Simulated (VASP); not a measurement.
Wanted: the native input for a VASP 6.6.1 run.

```yaml
Task: single point
Functional: PBE
Potentials_or_basis: VASP PAW PBE potentials, release 64 (Hf_pv)
Cutoff: 520 eV
k_mesh: 12 × 12 × 8
Occupations: fermi-dirac, width 0.15 eV
Spin: no spin polarisation
Dipole_correction: no
Further_INCAR_settings: ALGO = Normal; EDIFF = 1e-06; NBANDS = 17
```

The structure of Hf lies in POSCAR:

```
Hf
1.0
    3.2029238448      0.0000000029      0.0000000000
   -1.6014619249      2.7738134146      0.0000000000
    0.0000000000      0.0000000000      5.0816787161
Hf
2
Direct
    0.3333333333      0.6666666667      0.2500000000
    0.6666666667      0.3333333333      0.7500000000
```

One way to write it, as run:

INCAR

```
SYSTEM = Hf
PREC = Accurate
ENCUT = 520
EDIFF = 1E-6
ISMEAR = -1
SIGMA = 0.15
LREAL = .False.
LASPH = .True.
NELM = 80
ALGO = Normal
ISIF = 2
LWAVE = .False.
LCHARG = .False.
GGA = PE
NBANDS = 17
```

KPOINTS

```
regular mesh
0
Gamma
  12 12 8
  0 0 0
```

Potentials or basis: VASP PAW PBE potentials, release 64 (Hf_pv).

Launch:

```sh
$ cat potpaw_PBE.64/Hf_pv/POTCAR > POTCAR
$ mpirun -np 1 vasp_std > vasp.out
```

Results of the run:

* Pressure: -0.4 GPa
* Band gap on the k mesh: zero (bands 10 and 11 overlap by 1.46 eV)

Caveat: spin-orbit coupling is left out, which moves the levels of the heavy elements.

Wall time 30 s on 1 thread of AMD EPYC 9R45 96-Core Processor (Zen 5) (shared host), peak memory 0.17 GiB.
